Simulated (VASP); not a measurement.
Set up this calculation in VASP 6.6.1, as the native input.

```
Task                   : single point
Functional             : PBEsol
Potentials or basis    : VASP PAW PBE potentials, release 64 (Mo_sv)
Cutoff                 : 500 eV
k mesh                 : 8 × 8 × 8
Occupations            : gaussian, width 0.1 eV
Spin                   : no spin polarisation
Dipole correction      : no
Further INCAR settings : ALGO = Normal; EDIFF = 1e-06; NBANDS = 13
```

The structure of Mo lies in POSCAR:

```
Mo
1.0
   -1.5665214555      1.5665214555      1.5665214555
    1.5665214555     -1.5665214555      1.5665214555
    1.5665214555      1.5665214555     -1.5665214555
Mo
1
Direct
    0.0000000000      0.0000000000      0.0000000000
```

These files were run (other wordings do the same):

INCAR

```
SYSTEM = Mo
  ALGO = Normal
  EDIFF = 1E-6
  ENCUT = 500
  GGA = PS
  GGA_COMPAT = .False.
  ISIF = 2
  ISMEAR = 0
  LASPH = .True.
  LCHARG = .False.
  LREAL = .False.
  LWAVE = .False.
  NBANDS = 13
  NELM = 120
  PREC = Accurate
  SIGMA = 0.1
```

KPOINTS

```
k-points
0
Gamma
  8 8 8
  0 0 0
```

Potentials or basis: VASP PAW PBE potentials, release 64 (Mo_sv).

Launch:

```console
$ cat potpaw_PBE.64/Mo_sv/POTCAR > POTCAR
$ mpirun -np 1 vasp_std > vasp.out
```

Results of the run:

The pressure is 0.2 GPa. The band gap on the k mesh is zero (bands 7 and 8 overlap by 5.50 eV).

Caveat: the PAW data sets were made with another functional, which shifts forces and pressure a little.

It took 7.6 s on 1 thread of Intel Xeon 8259CL, on a shared host, peak memory 0.13 GiB.
